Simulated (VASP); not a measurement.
Wanted: the native input for a VASP 6.6.1 run.

```yaml
Task: single point
Functional: PBE
Potentials_or_basis: VASP PAW PBE potentials, release 64 (C)
Cutoff: 520 eV
k_mesh: 21 × 21 × 6
Occupations: gaussian, width 0.15 eV
Spin: no spin polarisation
Dipole_correction: no
Further_INCAR_settings: ALGO = Normal; EDIFF = 1e-06; NBANDS = 16
```

The structure of C lies in POSCAR:

```
C
1.0
    1.3237279607     -2.1160184373      0.0000000000
    1.3237279607      2.1160184373      0.0000000000
    0.0000000000      0.0000000000      8.6253899819
C
4
Direct
    0.0833329406      0.9166670594      0.7503043452
    0.5833329406      0.4166670594      0.2496956548
    0.9166670594      0.0833329406      0.2496956548
    0.4166670594      0.5833329406      0.7503043452
```

The input as run:

INCAR

```
SYSTEM = C
PREC     = Accurate       ! precision mode
ENCUT    = 520            ! plane-wave cutoff, eV
EDIFF    = 1E-6           ! SCF threshold, eV
ISMEAR   = 0              ! smearing method
SIGMA    = 0.15           ! smearing width, eV
LREAL    = .False.        ! projectors in reciprocal space
LASPH    = .True.         ! aspherical terms in the spheres
NELM     = 60             ! most SCF steps
ALGO     = Normal         ! electronic algorithm
ISIF     = 2              ! what is computed and relaxed
LWAVE    = .False.        ! write WAVECAR
LCHARG   = .True.         ! write CHGCAR
GGA      = PE             ! functional
LELF     = .True.         ! ELF
LVHAR    = .True.       
NBANDS   = 16             ! bands
```

KPOINTS

```
regular mesh
0
Gamma
  21 21 6
  0 0 0
```

Potentials or basis: VASP PAW PBE potentials, release 64 (C).

The run is started by

```sh
$ cat potpaw_PBE.64/C/POTCAR > POTCAR
$ mpirun -np 1 vasp_std > vasp.out
```

It gave:

```yaml
Pressure: -15.8 GPa
Largest_force: 0.505 eV/Å
```

Caveat: the cell stands under tension; this functional lacks dispersion, which binds the layers, so the pressure and a relaxed spacing across them are unreliable.

It took 8 min on 1 thread of Intel Xeon 8259CL, with other jobs on the host, peak memory 0.37 GiB.
